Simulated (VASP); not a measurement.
# Hf2Be3Cl (P6/mmm) in VASP: a series of runs

Runs on Hf2Be3Cl. Level: PBE. Tasks: single point, relaxation of cell and atoms.

Everything below comes from runs of VASP 6.6.1. Logs are shortened: lines on timing, memory, paths and dates and some standing lists are left out, and cuts for length are marked.

## Step 1: The cell of the first run

It takes space group P6/mmm (No. 191, hexagonal). The conventional cell has a = 5.100 Å, b = 5.100 Å, c = 4.562 Å, α = 90.00°, β = 90.00°, γ = 120.00°. Within 3.6 Å of Hf (site symmetry -6m2) lie 6 Be at 2.71 Å and 3 Cl at 2.94 Å and 3 Hf at 2.94 Å. Within 3.4 Å of Be (site symmetry mmm) lie 4 Be at 2.55 Å and 4 Hf at 2.71 Å. Cl (site symmetry 6/mmm) has 6 Hf at 2.94 Å and 12 Be at 3.42 Å within 3.9 Å.

## Step 2: Single point, PBE

Contents of INCAR:

```
SYSTEM = Hf2Be3Cl
PREC     = Accurate       ! precision mode
ENCUT    = 520            ! plane-wave cutoff, eV
EDIFF    = 1E-6           ! SCF threshold, eV
ISMEAR   = 0              ! smearing method
SIGMA    = 0.1            ! smearing width, eV
LREAL    = .FALSE.        ! projectors in reciprocal space
LASPH    = .TRUE.         ! aspherical terms in the spheres
NELM     = 100            ! most SCF steps
ALGO     = Normal         ! electronic algorithm
ISIF     = 2              ! what is computed and relaxed
LWAVE    = .FALSE.        ! write WAVECAR
LCHARG   = .TRUE.         ! write CHGCAR
GGA      = PE             ! functional
LELF     = .TRUE.         ! ELF
LVHAR    = .TRUE.       
NBANDS   = 26             ! bands
```

Contents of KPOINTS:

```
Automatic mesh
0
G
  9 9 8
  0 0 0
```

Contents of POSCAR:

```
Hf2Be3Cl
1.0
    5.0998116873      0.0000000000      0.0000000000
   -2.5499058436      4.4165664757      0.0000000000
    0.0000000000      0.0000000000      4.5616599587
Hf Be Cl
2 3 1
Direct
    0.3333333333      0.6666666667      0.0000000000
    0.6666666667      0.3333333333      0.0000000000
    0.5000000000      0.0000000000      0.5000000000
    0.5000000000      0.5000000000      0.5000000000
    0.0000000000      0.5000000000      0.5000000000
    0.0000000000      0.0000000000      0.0000000000
```

Potentials or basis: VASP PAW PBE potentials, release 64 (Hf_pv, Be, Cl).

Started as:

```bash
$ cat potpaw_PBE.64/Hf_pv/POTCAR potpaw_PBE.64/Be/POTCAR potpaw_PBE.64/Cl/POTCAR > POTCAR
$ mpirun -np 1 vasp_std > vasp.out
```

OUTCAR:

```text
SYSTEM = Hf2Be3Cl
   PREC = Accurate
   ENCUT = 520
   EDIFF = 1E-6
   ISMEAR = 0
   LREAL = .FALSE.
   LASPH = .TRUE.
   NELM = 100
   ISIF = 2
   GGA = PE

 ion  position               nearest neighbor table
   1  0.333  0.667  0.000-   3 2.71   3 2.71   5 2.71   5 2.71   4 2.71   4 2.71   6 2.94   2 2.94
                             2 2.94   6 2.94   6 2.94   2 2.94
   2  0.667  0.333  0.000-   3 2.71   3 2.71   5 2.71   5 2.71   4 2.71   4 2.71   6 2.94   1 2.94
                             1 2.94   6 2.94   6 2.94   1 2.94
   3  0.500  0.000  0.500-   1 2.71   2 2.71   1 2.71   2 2.71
   4  0.500  0.500  0.500-   1 2.71   2 2.71   1 2.71   2 2.71
   5  0.000  0.500  0.500-   1 2.71   2 2.71   1 2.71   2 2.71
   6  0.000  0.000  0.000-   1 2.94   2 2.94   1 2.94   2 2.94   2 2.94   1 2.94

  LATTYP: Found a hexagonal cell.
 ALAT       =     5.0998116873
 C/A-ratio  =     0.8944761568

  Lattice vectors:

 A1 = (   5.0998116873,   0.0000000000,   0.0000000000)
 A2 = (  -2.5499058436,   4.4165664757,   0.0000000000)
 A3 = (   0.0000000000,   0.0000000000,   4.5616599587)

Analysis of symmetry for initial positions (statically):
=====================================================================
 Subroutine PRICEL returns:
 Original cell was already a primitive cell.

 Routine SETGRP: Setting up the symmetry group for a
 hexagonal supercell.

 Subroutine GETGRP returns: Found 24 space group operations
 (whereof 24 operations were pure point group operations)
 out of a pool of 24 trial point group operations.

The static configuration has the point symmetry D_6h.

Analysis of symmetry for dynamics (positions and initial velocities):
=====================================================================
 Subroutine PRICEL returns:
 Original cell was already a primitive cell.

 Routine SETGRP: Setting up the symmetry group for a
 hexagonal supercell.

 Subroutine GETGRP returns: Found 24 space group operations
 (whereof 24 operations were pure point group operations)
 out of a pool of 24 trial point group operations.

The dynamic configuration has the point symmetry D_6h.

 Subroutine INISYM returns: Found 24 space group operations
 (whereof 24 operations are pure point group operations),
 and found     1 'primitive' translations

----------------------------------------------------------------------------------------

                                     Primitive cell

  volume of cell :     102.7453

  direct lattice vectors                    reciprocal lattice vectors
     5.099811687  0.000000000  0.000000000     0.196085672  0.113210115  0.000000000
    -2.549905844  4.416566476  0.000000000     0.000000000  0.226420231  0.000000000
     0.000000000  0.000000000  4.561659959     0.000000000  0.000000000  0.219218444

  length of vectors
     5.099811687  5.099811687  4.561659959     0.226420231  0.226420231  0.219218444

  position of ions in fractional coordinates (direct lattice)
     0.333333333  0.666666667  0.000000000
     0.666666667  0.333333333  0.000000000
     0.500000000  0.000000000  0.500000000
     0.500000000  0.500000000  0.500000000
     0.000000000  0.500000000  0.500000000
     0.000000000  0.000000000  0.000000000

  ion indices of the primitive-cell ions
   primitive index   ion index
                 1           1
                 2           2
                 3           3
                 4           4
                 5           5
                 6           6

----------------------------------------------------------------------------------------

 KPOINTS: Automatic mesh

Automatic generation of k-mesh.
 Grid dimensions read from file:
 generate k-points for:    9    9    8

 Generating k-lattice:

  Cartesian coordinates                     Fractional coordinates (reciprocal lattice)
     0.021787297  0.012578902  0.000000000     0.111111111 -0.000000000  0.000000000
     0.000000000  0.025157803  0.000000000     0.000000000  0.111111111  0.000000000
     0.000000000  0.000000000  0.027402306     0.000000000  0.000000000  0.125000000

  Length of vectors
     0.025157803  0.025157803  0.027402306

  Shift w.r.t. Gamma in fractional coordinates (k-lattice)
     0.000000000  0.000000000  0.000000000

 Subroutine IBZKPT returns following result:
 ===========================================

 Found     60 irreducible k-points:

 Following reciprocal coordinates:
            Coordinates               Weight
  0.000000  0.000000  0.000000      1.000000
  0.111111 -0.000000  0.000000      6.000000
  0.222222 -0.000000  0.000000      6.000000
  0.333333 -0.000000  0.000000      6.000000
  0.444444 -0.000000  0.000000      6.000000
  0.111111  0.111111  0.000000      6.000000
[... 16 lines left out ...]
  0.333333  0.222222  0.125000     24.000000
  0.333333  0.333333  0.125000      4.000000
 [... further k-points ...]
   k-points           NKPTS =     60   k-points in BZ     NKDIM =     60   number of bands    NBANDS=     26
   number of dos      NEDOS =    301   number of ions     NIONS =      6
   total plane-waves  NPLWV =  57600
   dimension x,y,z NGX =    40 NGY =   40 NGZ =   36
   dimension x,y,z NGXF=    80 NGYF=   80 NGZF=   72
   ions per type =               2   3   1
   NGX,Y,Z   is equivalent  to a cutoff of  13.04, 13.04, 13.12 a.u.
   NGXF,Y,Z  is equivalent  to a cutoff of  26.08, 26.08, 26.24 a.u.
 SYSTEM =  Hf2Be3Cl
   PREC   = accura    normal or accurate (medium, high low for compatibility)
   ISTART =      0    job   : 0-new  1-cont  2-samecut
   ICHARG =      2    charge: 1-file 2-atom 10-const
   ISPIN  =      1    spin polarized calculation?
   LNONCOLLINEAR =      F non collinear calculations
   LSORBIT =      F    spin-orbit coupling
   LASPH  =      T    aspherical Exc in radial PAW
   ENCUT  =  520.0 eV  38.22 Ry    6.18 a.u.   9.48  9.48  8.48*2*pi/ulx,y,z
   NELM   =    100;   NELMIN=  2; NELMDL= -5     # of ELM steps
   EDIFF  = 0.1E-05   stopping-criterion for ELM
   LREAL  =      F    real-space projection
[... 7 lines left out ...]
   TEBEG  =    0.0;   TEEND  =   0.0 temperature during run
   PSTRESS=    0.0 pullay stress
   NELECT =      33.0000    total number of electrons
   NUPDOWN=      -1.0000    fix difference up-down
   EMIN   =  10.00;   EMAX   =-10.00  energy-range for DOS
   EFERMI =   0.00;   METHOD = LEGACY
   ISMEAR =     0;   SIGMA  =   0.10  broadening in eV -4-tet -1-fermi 0-gaus
   EFERMI_NEDOS =   21; number of points for ismear=-14 and -15
   IALGO  =     38    algorithm
   IMIX   =      4    mixing-type and parameters
     AMIX     =   0.40;   BMIX     =  1.00
     AMIX_MAG =   1.60;   BMIX_MAG =  1.00
  volume/ion in A,a.u.               =      17.12       115.56
  Fermi-wavevector in a.u.,A,eV,Ry     =   1.121137  2.118643 17.101833  1.256949
  Thomas-Fermi vector in A             =   2.257789
   LORBIT       =      0    0 simple, 1 ext, 2 COOP (PROOUT), +10 PAW based schemes
   GGA     = PE    functional components
   LHFCALC =     F    Hartree Fock is set to
   AEXX    =    0.0000 exact exchange contribution
   IVDW    =     0    specifies the selected vdW correction
   LEPSILON=     F    determine dielectric tensor
   LRPA    =     F    only Hartree local field effects (RPA)
 non-spin polarized calculation
 Gauss-broadening in eV      SIGMA  =   0.10
  energy-cutoff  :      520.00
  volume of cell :      102.75
 maximum number of plane-waves:      2825
 NGX is ok and might be reduce to    40
   NGX = 19   NGY = 19   NGZ = 17

 number of electron      32.9999999 magnetization

 Free energy of the ion-electron system (eV)
  ---------------------------------------------------
  ext. energy  EPLUGINS =         0.00000000
  ---------------------------------------------------
  free energy    TOTEN  =       -30.26819243 eV

  energy without entropy =      -30.22230069  energy(sigma->0) =      -30.24524656

 E-fermi :   3.9910     XC(G=0): -10.0648

 val. band max:        3.9895304894   @ k =   0.1111   0.1111   0.1250
 cond. band min:       3.9919971364   @ k =   0.2222   0.1111   0.0000
 fundamental gap:      0.0024666470
 Fermi energy:         3.9910099690

 k-point     1 :       0.0000    0.0000    0.0000
  band No.  band energies     occupation
      1     -26.4725      2.00000
      2     -26.4725      2.00000
      3     -26.2132      2.00000
      4     -26.0619      2.00000
      5     -25.9259      2.00000
      6     -25.9259      2.00000
[... 18 lines left out ...]
     25       8.8626      0.00000
     26       8.9309      0.00000

 k-point     2 :       0.1111   -0.0000    0.0000
  band No.  band energies     occupation
      1     -26.4785      2.00000
      2     -26.4610      2.00000
      3     -26.2092      2.00000
      4     -26.0659      2.00000
      5     -25.9389      2.00000
      6     -25.9194      2.00000
[... 18 lines left out ...]
     25       8.5454      0.00000
     26       8.8946      0.00000

 k-point     3 :       0.2222   -0.0000    0.0000
  band No.  band energies     occupation
      1     -26.4933      2.00000
      2     -26.4296      2.00000
      3     -26.1978      2.00000
      4     -26.0774      2.00000
      5     -25.9744      2.00000
      6     -25.9035      2.00000
[... 18 lines left out ...]
     25       8.1592      0.00000
     26       9.0536      0.00000

 k-point     4 :       0.3333   -0.0000    0.0000
  band No.  band energies     occupation
      1     -26.5092      2.00000
      2     -26.3874      2.00000
      3     -26.1814      2.00000
      4     -26.0940      2.00000
      5     -26.0209      2.00000
      6     -25.8863      2.00000
[... 18 lines left out ...]
     25       8.7199      0.00000
     26       9.4404      0.00000

 k-point     5 :       0.4444   -0.0000    0.0000
  band No.  band energies     occupation
      1     -26.5191      2.00000
      2     -26.3535      2.00000
      3     -26.1658      2.00000
      4     -26.1097      2.00000
      5     -26.0577      2.00000
      6     -25.8756      2.00000
[... 18 lines left out ...]
     25       9.2411      0.00000
     26       9.9022      0.00000

 k-point     6 :       0.1111    0.1111    0.0000
  band No.  band energies     occupation
      1     -26.4903      2.00000
      2     -26.4379      2.00000
      3     -26.2015      2.00000
      4     -26.0737      2.00000
      5     -25.9646      2.00000
      6     -25.9071      2.00000
[... 427 lines left out ...]
 k-point    21 :       0.4444    0.1111    0.1250
  band No.  band energies     occupation
      1     -26.5291      2.00000
      2     -26.3255      2.00000
      3     -26.1613      2.00000
      4     -26.1170      2.00000
      5     -26.0847      2.00000
      6     -25.8667      2.00000
[... 18 lines left out ...]
     25       9.1391      0.00000
     26       9.5091      0.00000

 k-point    22 :       0.2222    0.2222    0.1250
  band No.  band energies     occupation
      1     -26.5282      2.00000
      2     -26.3403      2.00000
      3     -26.1731      2.00000
      4     -26.1052      2.00000
      5     -26.0675      2.00000
      6     -25.8689      2.00000
[... 18 lines left out ...]
     25       9.2427      0.00000
     26       9.5820      0.00000

 k-point    23 :       0.3333    0.2222    0.1250
  band No.  band energies     occupation
      1     -26.5412      2.00000
      2     -26.2832      2.00000
      3     -26.1564      2.00000
      4     -26.1256      2.00000
      5     -26.1220      2.00000
      6     -25.8563      2.00000
[... 18 lines left out ...]
     25       9.1546      0.00000
     26       9.7124      0.00000

 k-point    24 :       0.3333    0.3333    0.1250
  band No.  band energies     occupation
      1     -26.5488      2.00000
      2     -26.2043      2.00000
      3     -26.2043      2.00000
      4     -26.1392      2.00000
      5     -26.1392      2.00000
      6     -25.8493      2.00000
[... 18 lines left out ...]
     25       9.2482      0.00000
     26      10.1195      0.00000

 [... further k-points ...]

------------------------ aborting loop because EDIFF is reached ----------------------------------------

  FORCE on cell =-STRESS in cart. coord.  units (eV):
  Direction    XX          YY          ZZ          XY          YZ          ZX
  --------------------------------------------------------------------------------------
  -------------------------------------------------------------------------------------
  Total       -0.1351264     -0.1351264      0.0371467     -0.0000000      0.0000000      0.0000000
  in kB       -2.1071189     -2.1071189      0.5792545     -0.0000000      0.0000000      0.0000000
  external PRESSURE =      -1.2116611 kB  Pullay stress =       0.0000000 kB

 VOLUME and BASIS-vectors are now :
 -----------------------------------------------------------------------------
  energy-cutoff  :      520.00
  volume of cell :      102.75
      direct lattice vectors                 reciprocal lattice vectors
     5.099811687  0.000000000  0.000000000     0.196085672  0.113210115  0.000000000
    -2.549905844  4.416566476  0.000000000     0.000000000  0.226420231  0.000000000
     0.000000000  0.000000000  4.561659959     0.000000000  0.000000000  0.219218444

 POSITION                                       TOTAL-FORCE (eV/Angst)
 -----------------------------------------------------------------------------------
     -0.00000      2.94438      0.00000         0.000000      0.000000     -0.000000
      2.54991      1.47219      0.00000        -0.000000      0.000000      0.000000
      2.54991      0.00000      2.28083        -0.000000      0.000000     -0.000000
      1.27495      2.20828      2.28083         0.000000      0.000000     -0.000000
     -1.27495      2.20828      2.28083         0.000000      0.000000     -0.000000
      0.00000      0.00000      0.00000         0.000000      0.000000     -0.000000
 -----------------------------------------------------------------------------------
    total drift:                                0.000000     -0.000000      0.000000

  FREE ENERGIE OF THE ION-ELECTRON SYSTEM (eV)
  ---------------------------------------------------
  free  energy   TOTEN  =       -30.2681924311 eV

  energy  without entropy=      -30.2223006863  energy(sigma->0) =      -30.24524656
```

It took 2.6 min on 1 thread of AMD EPYC 7R43 (Zen 3), shared host; peak memory 0.28 GiB.

What came out:

```
Free energy : -30.2682 eV
Pressure    : -0.1 GPa
```

Levels at points of the mesh, in eV from the Fermi level:
```csv
k point,band 14,band 15,band 16,band 17,band 18,band 19
"(0.00, 0.00, 0.00)",-0.59,-0.59,-0.09,-0.09,0.92,1.54
"(0.00, 0.00, 0.50)",-1.35,-1.26,-0.27,-0.27,0.42,0.42
```

Caveat: spin-orbit coupling is left out, which moves the levels of the heavy elements; an odd number of electrons without spin polarisation forces a metal; a magnetic or distorted state may lie lower.

(Part 1 of 2 ends here.)
